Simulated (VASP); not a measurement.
# C (P6_3/mmc) in VASP: a series of runs

The runs below take C through single point, with PBEsol.

All numbers are computed with VASP 6.6.1; they aren't measurements. Logs are shortened: lines on timing, memory, paths and dates and some standing lists are left out, and cuts for length are marked.

## (1) The cell of the first run

It takes space group P6_3/mmc (No. 194, hexagonal). The conventional cell has a = 2.395 Å, b = 2.395 Å, c = 3.987 Å, α = 90.00°, β = 90.00°, γ = 120.00°. C (site symmetry 3m) has 4 C at 1.47 to 1.49 Å within 2.0 Å.

## (2) Single point, PBEsol (volume scaled by 0.88)

INCAR

```
SYSTEM = C
PREC = Accurate
ENCUT = 520
EDIFF = 1E-6
ISMEAR = -1
SIGMA = 0.05
LREAL = .FALSE.
LASPH = .TRUE.
NELM = 100
ALGO = Normal
ISIF = 2
LWAVE = .FALSE.
LCHARG = .FALSE.
GGA = PS
NBANDS = 16
```

KPOINTS

```
regular mesh
0
G
  13 13 7
  0 0 0
```

POSCAR

```
C
1.0
    2.3946383820      0.0000000000      0.0000000000
   -1.1973191910      2.0738176717      0.0000000000
    0.0000000000      0.0000000000      3.9871412096
C
4
Direct
    0.3333333333      0.6666666667      0.0627973083
    0.6666666667      0.3333333333      0.5627973083
    0.3333333333      0.6666666667      0.4372026917
    0.6666666667      0.3333333333      0.9372026917
```

Potentials or basis: VASP PAW PBE potentials, release 64 (C).

Run with:

```sh
> cat potpaw_PBE.64/C/POTCAR > POTCAR
> mpirun -np 1 vasp_std > vasp.out
```

OUTCAR:

```text
SYSTEM = C
   PREC = Accurate
   ENCUT = 520
   EDIFF = 1E-6
   ISMEAR = -1
   LREAL = .FALSE.
   LASPH = .TRUE.
   NELM = 100
   ISIF = 2
   GGA = PS

 ion  position               nearest neighbor table
   1  0.333  0.667  0.063-   4 1.47   4 1.47   4 1.47   3 1.49
   2  0.667  0.333  0.563-   3 1.47   3 1.47   3 1.47   4 1.49
   3  0.333  0.667  0.437-   2 1.47   2 1.47   2 1.47   1 1.49
   4  0.667  0.333  0.937-   1 1.47   1 1.47   1 1.47   2 1.49

  LATTYP: Found a hexagonal cell.
 ALAT       =     2.3946383820
 C/A-ratio  =     1.6650285235

  Lattice vectors:

 A1 = (   2.3946383820,   0.0000000000,   0.0000000000)
 A2 = (  -1.1973191910,   2.0738176717,   0.0000000000)
 A3 = (   0.0000000000,   0.0000000000,   3.9871412096)

Analysis of symmetry for initial positions (statically):
=====================================================================
 Subroutine PRICEL returns:
 Original cell was already a primitive cell.

 Routine SETGRP: Setting up the symmetry group for a
 hexagonal supercell.

 Subroutine GETGRP returns: Found 24 space group operations
 (whereof 12 operations were pure point group operations)
 out of a pool of 24 trial point group operations.

The static configuration has the point symmetry D_3d.
 The point group associated with its full space group is D_6h.

Analysis of symmetry for dynamics (positions and initial velocities):
=====================================================================
 Subroutine PRICEL returns:
 Original cell was already a primitive cell.

 Routine SETGRP: Setting up the symmetry group for a
 hexagonal supercell.

 Subroutine GETGRP returns: Found 24 space group operations
 (whereof 12 operations were pure point group operations)
 out of a pool of 24 trial point group operations.

The dynamic configuration has the point symmetry D_3d.
 The point group associated with its full space group is D_6h.

 Subroutine INISYM returns: Found 24 space group operations
 (whereof 12 operations are pure point group operations),
 and found     1 'primitive' translations

----------------------------------------------------------------------------------------

                                     Primitive cell

  volume of cell :      19.8003

  direct lattice vectors                    reciprocal lattice vectors
     2.394638382  0.000000000  0.000000000     0.417599587  0.241101234  0.000000000
    -1.197319191  2.073817672  0.000000000     0.000000000  0.482202468  0.000000000
     0.000000000  0.000000000  3.987141210     0.000000000  0.000000000  0.250806266

  length of vectors
     2.394638382  2.394638382  3.987141210     0.482202468  0.482202468  0.250806266

  position of ions in fractional coordinates (direct lattice)
     0.333333333  0.666666667  0.062797308
     0.666666667  0.333333333  0.562797308
     0.333333333  0.666666667  0.437202692
     0.666666667  0.333333333  0.937202692

  ion indices of the primitive-cell ions
   primitive index   ion index
                 1           1
                 2           2
                 3           3
                 4           4

----------------------------------------------------------------------------------------

 KPOINTS: regular mesh

Automatic generation of k-mesh.
 Grid dimensions read from file:
 generate k-points for:   13   13    7

 Generating k-lattice:

  Cartesian coordinates                     Fractional coordinates (reciprocal lattice)
     0.032123045  0.018546249  0.000000000     0.076923077  0.000000000  0.000000000
     0.000000000  0.037092498  0.000000000     0.000000000  0.076923077  0.000000000
     0.000000000  0.000000000  0.035829467     0.000000000  0.000000000  0.142857143

  Length of vectors
     0.037092498  0.037092498  0.035829467

  Shift w.r.t. Gamma in fractional coordinates (k-lattice)
     0.000000000  0.000000000  0.000000000

 Subroutine IBZKPT returns following result:
 ===========================================

 Found     84 irreducible k-points:

 Following reciprocal coordinates:
            Coordinates               Weight
  0.000000  0.000000  0.000000      1.000000
  0.076923  0.000000  0.000000      6.000000
  0.153846  0.000000  0.000000      6.000000
  0.230769  0.000000  0.000000      6.000000
  0.307692  0.000000  0.000000      6.000000
  0.384615 -0.000000  0.000000      6.000000
[... 16 lines left out ...]
  0.076923  0.000000  0.142857     12.000000
  0.153846  0.000000  0.142857     12.000000
 [... further k-points ...]
   k-points           NKPTS =     84   k-points in BZ     NKDIM =     84   number of bands    NBANDS=     16
   number of dos      NEDOS =    301   number of ions     NIONS =      4
   total plane-waves  NPLWV =   9720
   dimension x,y,z NGX =    18 NGY =   18 NGZ =   30
   dimension x,y,z NGXF=    36 NGYF=   36 NGZF=   60
   ions per type =               4
   NGX,Y,Z   is equivalent  to a cutoff of  12.50, 12.50, 12.51 a.u.
   NGXF,Y,Z  is equivalent  to a cutoff of  24.99, 24.99, 25.02 a.u.
 SYSTEM =  C
   PREC   = accura    normal or accurate (medium, high low for compatibility)
   ISTART =      0    job   : 0-new  1-cont  2-samecut
   ICHARG =      2    charge: 1-file 2-atom 10-const
   ISPIN  =      1    spin polarized calculation?
   LNONCOLLINEAR =      F non collinear calculations
   LSORBIT =      F    spin-orbit coupling
   LASPH  =      T    aspherical Exc in radial PAW
   ENCUT  =  520.0 eV  38.22 Ry    6.18 a.u.   4.45  4.45  7.41*2*pi/ulx,y,z
   NELM   =    100;   NELMIN=  2; NELMDL= -5     # of ELM steps
   EDIFF  = 0.1E-05   stopping-criterion for ELM
   LREAL  =      F    real-space projection
   EDIFFG = 0.1E-04   stopping-criterion for IOM
   NSW    =      0    number of steps for IOM
   IBRION =     -1    ionic relax: 0-MD 1-quasi-New 2-CG
   NFREE  =      0    steps in history (QN), initial steepest desc. (CG)
   ISIF   =      2    stress and relaxation
   ISYM   =      2    0-nonsym 1-usesym 2-fastsym
   POTIM  = 0.5000    time-step for ionic-motion
   TEBEG  =    0.0;   TEEND  =   0.0 temperature during run
   PSTRESS=    0.0 pullay stress
   NELECT =      16.0000    total number of electrons
   NUPDOWN=      -1.0000    fix difference up-down
   EMIN   =  10.00;   EMAX   =-10.00  energy-range for DOS
   EFERMI =   0.00;   METHOD = LEGACY
   ISMEAR =    -1;   SIGMA  =   0.05  broadening in eV -4-tet -1-fermi 0-gaus
   EFERMI_NEDOS =   21; number of points for ismear=-14 and -15
   IALGO  =     38    algorithm
   IMIX   =      4    mixing-type and parameters
     AMIX     =   0.40;   BMIX     =  1.00
     AMIX_MAG =   1.60;   BMIX_MAG =  1.00
  volume/ion in A,a.u.               =       4.95        33.40
  Fermi-wavevector in a.u.,A,eV,Ry     =   1.524839  2.881529 31.635387  2.325135
  Thomas-Fermi vector in A             =   2.633092
   LORBIT       =      0    0 simple, 1 ext, 2 COOP (PROOUT), +10 PAW based schemes
   GGA     = PS    functional components
   LHFCALC =     F    Hartree Fock is set to
   AEXX    =    0.0000 exact exchange contribution
   IVDW    =     0    specifies the selected vdW correction
   LEPSILON=     F    determine dielectric tensor
   LRPA    =     F    only Hartree local field effects (RPA)
 non-spin polarized calculation
  energy-cutoff  :      520.00
  volume of cell :       19.80
 maximum number of plane-waves:       549
 NGX is ok and might be reduce to    18
   NGX =  9   NGY =  9   NGZ = 15

 number of electron      16.0000003 magnetization

 Free energy of the ion-electron system (eV)
  ---------------------------------------------------
  ext. energy  EPLUGINS =         0.00000000
  ---------------------------------------------------
  free energy    TOTEN  =       -37.82140270 eV

  energy without entropy =      -37.82140270  energy(sigma->0) =      -37.82140270

 E-fermi :  13.0765     XC(G=0): -14.1087

 val. band max:       12.1473362824   @ k =   0.0000   0.0000   0.0000
 cond. band min:      14.8511010576   @ k =   0.3077   0.3077   0.0000
 fundamental gap:      2.7037647752
 Fermi energy:        13.0764815660

 k-point     1 :       0.0000    0.0000    0.0000
  band No.  band energies     occupation
      1     -11.6826      2.00000
      2      -5.2500      2.00000
      3      -3.3463      2.00000
      4       8.6028      2.00000
      5       8.6028      2.00000
      6      11.5355      2.00000
[... 8 lines left out ...]
     15      29.9788      0.00000
     16      30.7744      0.00000

 k-point     2 :       0.0769    0.0000    0.0000
  band No.  band energies     occupation
      1     -11.5211      2.00000
      2      -5.1077      2.00000
      3      -3.1884      2.00000
      4       7.8056      2.00000
      5       8.2431      2.00000
      6      11.2832      2.00000
[... 8 lines left out ...]
     15      30.0488      0.00000
     16      30.0948      0.00000

 k-point     3 :       0.1538    0.0000    0.0000
  band No.  band energies     occupation
      1     -11.0381      2.00000
      2      -4.6816      2.00000
      3      -2.7206      2.00000
      4       5.8626      2.00000
      5       7.4050      2.00000
      6       9.8199      2.00000
[... 8 lines left out ...]
     15      27.8854      0.00000
     16      30.4198      0.00000

 k-point     4 :       0.2308    0.0000    0.0000
  band No.  band energies     occupation
      1     -10.2370      2.00000
      2      -3.9745      2.00000
      3      -1.9660      2.00000
      4       3.4520      2.00000
      5       6.4649      2.00000
      6       7.7762      2.00000
[... 8 lines left out ...]
     15      27.5090      0.00000
     16      30.1147      0.00000
[... 324 lines left out ...]
 k-point    22 :       0.0000    0.0000    0.1429
  band No.  band energies     occupation
      1     -11.5313      2.00000
      2      -6.4252      2.00000
      3      -1.9137      2.00000
      4       8.7255      2.00000
      5       8.7255      2.00000
      6      10.5099      2.00000
[... 8 lines left out ...]
     15      30.0224      0.00000
     16      30.8837      0.00000

 k-point    23 :       0.0769    0.0000    0.1429
  band No.  band energies     occupation
      1     -11.3701      2.00000
      2      -6.2741      2.00000
      3      -1.7672      2.00000
      4       7.9301      2.00000
      5       8.3679      2.00000
      6      10.3634      2.00000
[... 8 lines left out ...]
     15      30.0201      0.00000
     16      30.4556      0.00000

 k-point    24 :       0.1538    0.0000    0.1429
  band No.  band energies     occupation
      1     -10.8874      2.00000
      2      -5.8229      2.00000
      3      -1.3338      2.00000
      4       5.9921      2.00000
      5       7.5337      2.00000
      6       9.3765      2.00000
[... 8 lines left out ...]
     15      28.2920      0.00000
     16      30.2054      0.00000

 [... further k-points ...]
[... 5 lines left out ...]
  --------------------------------------------------------------------------------------
  -------------------------------------------------------------------------------------
  Total        9.1473666      9.1473666      9.3303146      0.0000000      0.0000000      0.0000000
  in kB      740.1752153    740.1752154    754.9787776      0.0000000      0.0000000      0.0000000
  external PRESSURE =     745.1097361 kB  Pullay stress =       0.0000000 kB

 VOLUME and BASIS-vectors are now :
 -----------------------------------------------------------------------------
  energy-cutoff  :      520.00
  volume of cell :       19.80
      direct lattice vectors                 reciprocal lattice vectors
     2.394638382  0.000000000  0.000000000     0.417599587  0.241101234  0.000000000
    -1.197319191  2.073817672  0.000000000     0.000000000  0.482202468  0.000000000
     0.000000000  0.000000000  3.987141210     0.000000000  0.000000000  0.250806266

 POSITION                                       TOTAL-FORCE (eV/Angst)
 -----------------------------------------------------------------------------------
     -0.00000      1.38255      0.25038         0.000000     -0.000000      0.179430
      1.19732      0.69127      2.24395        -0.000000      0.000000      0.179430
     -0.00000      1.38255      1.74319         0.000000      0.000000     -0.179430
      1.19732      0.69127      3.73676        -0.000000      0.000000     -0.179430
 -----------------------------------------------------------------------------------
    total drift:                               -0.000000      0.000000      0.000000

  FREE ENERGIE OF THE ION-ELECTRON SYSTEM (eV)
  ---------------------------------------------------
  free  energy   TOTEN  =       -37.8214026994 eV

  energy  without entropy=      -37.8214026994  energy(sigma->0) =      -37.82140270
```

It took 33 s on 1 thread of Intel Xeon 6975P-C, shared host; peak memory 0.13 GiB.

Results:

```
Free energy            : -37.8214 eV
Pressure               : 74.5 GPa
Largest force          : 0.179 eV/Å
Band gap on the k mesh : 2.70 eV, indirect (least direct gap 5.12 eV)
```

Forces on the atoms (eV/Å):
```
C    0.000  0.000  0.179
C    0.000  0.000  0.179
C    0.000  0.000 -0.179
C    0.000  0.000 -0.179
```

Levels at points of the mesh, in eV from the valence-band top:
```
           k point  band 6  band 7  band 8  band 9  band 10  band 11
(0.00, 0.00, 0.00)   -0.61    0.00    0.00    5.12     5.12     5.62
```

Caveat: the cell differs from its parent crystal (volume scaled by 0.88); the PAW data sets were made with another functional, which shifts forces and pressure a little. A k mesh can miss the band edges.

## (3) Single point, PBEsol

This run uses another cell than the first one, of 5.63 Å³/atom, 1.136 times its volume.

INCAR

```
SYSTEM = C
  ALGO = Normal
  EDIFF = 1E-6
  ENCUT = 520
  GGA = PS
  ISIF = 2
  ISMEAR = -1
  LASPH = .TRUE.
  LCHARG = .FALSE.
  LREAL = .FALSE.
  LWAVE = .FALSE.
  NBANDS = 16
  NELM = 80
  PREC = Accurate
  SIGMA = 0.05
```

KPOINTS

```
k-points
0
G
  13 13 7
  0 0 0
```

POSCAR

```
C
1.0
    2.4988818069      0.0000000000      0.0000000000
   -1.2494409034      2.1640951258      0.0000000000
    0.0000000000      0.0000000000      4.1607094855
C
4
Direct
    0.3333333333      0.6666666667      0.0627973083
    0.6666666667      0.3333333333      0.5627973083
    0.3333333333      0.6666666667      0.4372026917
    0.6666666667      0.3333333333      0.9372026917
```

Potentials or basis: VASP PAW PBE potentials, release 64 (C).

Run with:

```sh
> cat potpaw_PBE.64/C/POTCAR > POTCAR
> mpirun -np 1 vasp_std > vasp.out
```

Wall time 36 s (1 thread of Intel Xeon 6975P-C, shared host); peak memory 0.14 GiB.

It converged, with:

```yaml
Free_energy: -38.4043 eV
Pressure: 1.1 GPa
Largest_force: 0.006 eV/Å
Band_gap_on_the_k_mesh: 3.17 eV, indirect (least direct gap 4.92 eV)
```

Forces on the atoms (eV/Å):
```
C    0.000  0.000  0.006
C    0.000  0.000  0.006
C    0.000  0.000 -0.006
C    0.000  0.000 -0.006
```

Levels at points of the mesh, in eV from the valence-band top:
```
           k point  band 5  band 6  band 7  band 8  band 9  band 10  band 11  band 12
(0.00, 0.00, 0.00)   -3.12   -0.51    0.00    0.00    4.92     4.92     5.30     8.22
```

Caveat: the PAW data sets were made with another functional, which shifts forces and pressure a little. Expect the measured gap to be larger: semilocal functionals such as PBEsol lack the derivative discontinuity.

(Continued in part 2 of 2.)
